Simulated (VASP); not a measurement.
# InSb (F-43m) in VASP: relaxation of cell and atoms with PBE

Aim: the relaxation of cell and atoms of InSb with PBE.

All numbers are computed with VASP 6.6.1; they aren't measurements. Logs are shortened: lines on timing, memory, paths and dates and some standing lists are left out, and cuts for length are marked.

### Step 1. The cell of the first run

The structure is cubic, space group F-43m (No. 216). The conventional cell has a = 6.633 Å, b = 6.633 Å, c = 6.633 Å, α = 90.00°, β = 90.00°, γ = 90.00°. Within 3.8 Å of In (site symmetry -43m) lie 4 Sb at 2.87 Å. Within 3.8 Å of Sb (site symmetry -43m) lie 4 In at 2.87 Å.

### Step 2. Relaxation of cell and atoms, PBE

Contents of INCAR:

```
SYSTEM = InSb
PREC     = Accurate       ! precision mode
ENCUT    = 600            ! plane-wave cutoff, eV
EDIFF    = 1E-6           ! SCF threshold, eV
ISMEAR   = 0              ! smearing method
SIGMA    = 0.1            ! smearing width, eV
LREAL    = .False.        ! projectors in reciprocal space
LASPH    = .True.         ! aspherical terms in the spheres
NELM     = 100            ! most SCF steps
ALGO     = Normal         ! electronic algorithm
ISIF     = 3              ! what is computed and relaxed
LWAVE    = .False.        ! write WAVECAR
LCHARG   = .False.        ! write CHGCAR
GGA      = PE             ! functional
IBRION   = 2              ! ionic algorithm
NSW      = 70             ! ionic steps
EDIFFG   = -0.02          ! ionic threshold
```

Contents of KPOINTS:

```
Automatic mesh
0
Gamma
  14 14 14
  0 0 0
```

Contents of POSCAR:

```
InSb
1.0
    0.0000000000      3.3166110000      3.3166110000
    3.3166110000      0.0000000000      3.3166110000
    3.3166110000      3.3166110000      0.0000000000
In Sb
1 1
Direct
    0.0000000000      0.0000000000      0.0000000000
    0.2500000000      0.2500000000      0.2500000000
```

Potentials or basis: VASP PAW PBE potentials, release 64 (In_d, Sb).

Started as:

```bash
> cat potpaw_PBE.64/In_d/POTCAR potpaw_PBE.64/Sb/POTCAR > POTCAR
> mpirun -np 1 vasp_std > vasp.out
```

OUTCAR:

```text
SYSTEM = InSb
   PREC = Accurate
   ENCUT = 600
   EDIFF = 1E-6
   ISMEAR = 0
   LREAL = .False.
   LASPH = .True.
   NELM = 100
   ISIF = 3
   GGA = PE
   IBRION = 2
   NSW = 70
   EDIFFG = -0.02

 ion  position               nearest neighbor table
   1  0.000  0.000  0.000-   2 2.87   2 2.87   2 2.87   2 2.87
   2  0.250  0.250  0.250-   1 2.87   1 2.87   1 2.87   1 2.87

  LATTYP: Found a face centered cubic cell.
 ALAT       =     6.6332220000

  Lattice vectors:

 A1 = (   0.0000000000,   3.3166110000,   3.3166110000)
 A2 = (   3.3166110000,   0.0000000000,   3.3166110000)
 A3 = (   3.3166110000,   3.3166110000,   0.0000000000)

Analysis of symmetry for initial positions (statically):
=====================================================================
 Subroutine PRICEL returns:
 Original cell was already a primitive cell.

 Routine SETGRP: Setting up the symmetry group for a
 face centered cubic supercell.

 Subroutine GETGRP returns: Found 24 space group operations
 (whereof 24 operations were pure point group operations)
 out of a pool of 48 trial point group operations.

The static configuration has the point symmetry T_d .

Analysis of symmetry for dynamics (positions and initial velocities):
=====================================================================
 Subroutine PRICEL returns:
 Original cell was already a primitive cell.

 Routine SETGRP: Setting up the symmetry group for a
 face centered cubic supercell.

 Subroutine GETGRP returns: Found 24 space group operations
 (whereof 24 operations were pure point group operations)
 out of a pool of 48 trial point group operations.

The dynamic configuration has the point symmetry T_d .

 Subroutine INISYM returns: Found 24 space group operations
 (whereof 24 operations are pure point group operations),
 and found     1 'primitive' translations

----------------------------------------------------------------------------------------

                                     Primitive cell

  volume of cell :      72.9648

  direct lattice vectors                    reciprocal lattice vectors
     0.000000000  3.316611000  3.316611000    -0.150756299  0.150756299  0.150756299
     3.316611000  0.000000000  3.316611000     0.150756299 -0.150756299  0.150756299
     3.316611000  3.316611000  0.000000000     0.150756299  0.150756299 -0.150756299

  length of vectors
[... 91 lines left out ...]
   TEBEG  =    0.0;   TEEND  =   0.0 temperature during run
   PSTRESS=    0.0 pullay stress
   NELECT =      18.0000    total number of electrons
   NUPDOWN=      -1.0000    fix difference up-down
   EMIN   =  10.00;   EMAX   =-10.00  energy-range for DOS
   EFERMI =   0.00;   METHOD = LEGACY
   ISMEAR =     0;   SIGMA  =   0.10  broadening in eV -4-tet -1-fermi 0-gaus
   EFERMI_NEDOS =   21; number of points for ismear=-14 and -15
   IALGO  =     38    algorithm
   IMIX   =      4    mixing-type and parameters
     AMIX     =   0.40;   BMIX     =  1.00
     AMIX_MAG =   1.60;   BMIX_MAG =  1.00
  volume/ion in A,a.u.               =      36.48       246.20
  Fermi-wavevector in a.u.,A,eV,Ry     =   1.026742  1.940260 14.343237  1.054198
  Thomas-Fermi vector in A             =   2.160650
   LORBIT       =      0    0 simple, 1 ext, 2 COOP (PROOUT), +10 PAW based schemes
   GGA     = PE    functional components
   LHFCALC =     F    Hartree Fock is set to
   AEXX    =    0.0000 exact exchange contribution
   IVDW    =     0    specifies the selected vdW correction
   LEPSILON=     F    determine dielectric tensor
   LRPA    =     F    only Hartree local field effects (RPA)
 conjugate gradient relaxation of ions
 non-spin polarized calculation
 Gauss-broadening in eV      SIGMA  =   0.10
  energy-cutoff  :      600.00
  volume of cell :       72.96
 maximum number of plane-waves:      2461
 NGX is ok and might be reduce to    40
   NGX = 19   NGY = 19   NGZ = 19

 number of electron      18.0000000 magnetization

 Free energy of the ion-electron system (eV)
  ---------------------------------------------------
  ext. energy  EPLUGINS =         0.00000000
  ---------------------------------------------------
  free energy    TOTEN  =        -6.95344701 eV

  energy without entropy =       -6.95334046  energy(sigma->0) =       -6.95339373

 E-fermi :   4.4632     XC(G=0):  -8.3870

 val. band max:        4.3869122125   @ k =   0.0000   0.0000   0.0000
 cond. band min:       4.8072427392   @ k =   0.5000   0.0000   0.0000
 fundamental gap:      0.4203305268
 Fermi energy:         4.4632418501

 k-point     1 :       0.0000    0.0000    0.0000
  band No.  band energies     occupation
      1     -10.0824      2.00000
      2     -10.0824      2.00000
      3     -10.0824      2.00000
      4     -10.0154      2.00000
      5     -10.0154      2.00000
      6      -5.9043      2.00000
      7       3.8011      2.00000
      8       4.3869      1.71962
      9       4.3869      1.71962
     10       4.3869      1.71962
     11       7.3527      0.00000
     12       7.3527      0.00000
     13       7.3527      0.00000
[... 354 lines left out ...]
  band No.  band energies     occupation
      1     -10.1074      2.00000
      2     -10.0707      2.00000
      3     -10.0696      2.00000
      4     -10.0191      2.00000
      5     -10.0130      2.00000
      6      -5.3251      2.00000
      7       0.8013      2.00000
      8       3.2546      2.00000
      9       3.3688      2.00000
     10       6.1046      0.00000
     11       7.0996      0.00000
     12       8.8764      0.00000
     13       8.9020      0.00000

 [... further k-points ...]

------------------------ aborting loop because EDIFF is reached ----------------------------------------

  FORCE on cell =-STRESS in cart. coord.  units (eV):
  Direction    XX          YY          ZZ          XY          YZ          ZX
  --------------------------------------------------------------------------------------
  -------------------------------------------------------------------------------------
  Total        0.0120588      0.0120588      0.0120588      0.0000000      0.0000000      0.0000000
  in kB        0.2647889      0.2647889      0.2647889      0.0000000      0.0000000      0.0000000
  external PRESSURE =       0.2647889 kB  Pullay stress =       0.0000000 kB

 VOLUME and BASIS-vectors are now :
 -----------------------------------------------------------------------------
  energy-cutoff  :      600.00
  volume of cell :       72.96
      direct lattice vectors                 reciprocal lattice vectors
     0.000000000  3.316611000  3.316611000    -0.150756299  0.150756299  0.150756299
     3.316611000  0.000000000  3.316611000     0.150756299 -0.150756299  0.150756299
     3.316611000  3.316611000  0.000000000     0.150756299  0.150756299 -0.150756299

 POSITION                                       TOTAL-FORCE (eV/Angst)
 -----------------------------------------------------------------------------------
      0.00000      0.00000      0.00000        -0.000000     -0.000000     -0.000000
      1.65831      1.65831      1.65831         0.000000      0.000000      0.000000
 -----------------------------------------------------------------------------------
    total drift:                               -0.000000     -0.000000     -0.000000

  FREE ENERGIE OF THE ION-ELECTRON SYSTEM (eV)
  ---------------------------------------------------
  free  energy   TOTEN  =        -6.9534470063 eV

  energy  without entropy=       -6.9533404559  energy(sigma->0) =       -6.95339373

 reached required accuracy - stopping structural energy minimisation
```

CONTCAR:

```text
InSb
   1.00000000000000
     0.0000000000000000    3.3166110000000000    3.3166110000000000
     3.3166110000000000    0.0000000000000000    3.3166110000000000
     3.3166110000000000    3.3166110000000000    0.0000000000000000
  In              Sb
     1     1
Direct
     0.0000000000000000    0.0000000000000000    0.0000000000000000
     0.2500000000000000    0.2500000000000000    0.2500000000000000

  0.00000000E+00  0.00000000E+00  0.00000000E+00
  0.00000000E+00  0.00000000E+00  0.00000000E+00
```

Wall time 42 s (1 thread of Intel Xeon 6975P-C (Granite Rapids), shared host); peak memory 0.33 GiB.

What came out:

* Free energy: -6.9534 eV
* Pressure after relaxing: 0.0 GPa
* Band gap on the k mesh: zero (filled and empty bands touch)

Final structure:
```yaml
crystal:
  lattice:
    - [0.00000, 3.31661, 3.31661]
    - [3.31661, 0.00000, 3.31661]
    - [3.31661, 3.31661, 0.00000]
  atoms:
    - { symbol: In, position: [0.00000, 0.00000, 0.00000] }
    - { symbol: Sb, position: [0.25000, 0.25000, 0.25000] }
```

Levels at points of the mesh, in eV from the Fermi level:
```csv
k point,band 6,band 7,band 8,band 9,band 10,band 11,band 12,band 13
"(0.00, 0.00, 0.00)",-10.37,-0.66,-0.08,-0.08,-0.08,2.89,2.89,2.89
"(0.50, 0.00, 0.00)",-9.17,-5.38,-0.98,-0.98,0.34,3.72,3.72,6.04
"(0.50, 0.50, 0.00)",-8.65,-5.70,-2.11,-2.11,1.28,1.39,7.66,7.66
```

Caveat: the relaxation stopped at its first step, so nothing moved; semilocal functionals underestimate gaps, so a narrow gap can read as zero; spin-orbit coupling is left out, which moves the levels of the heavy elements.
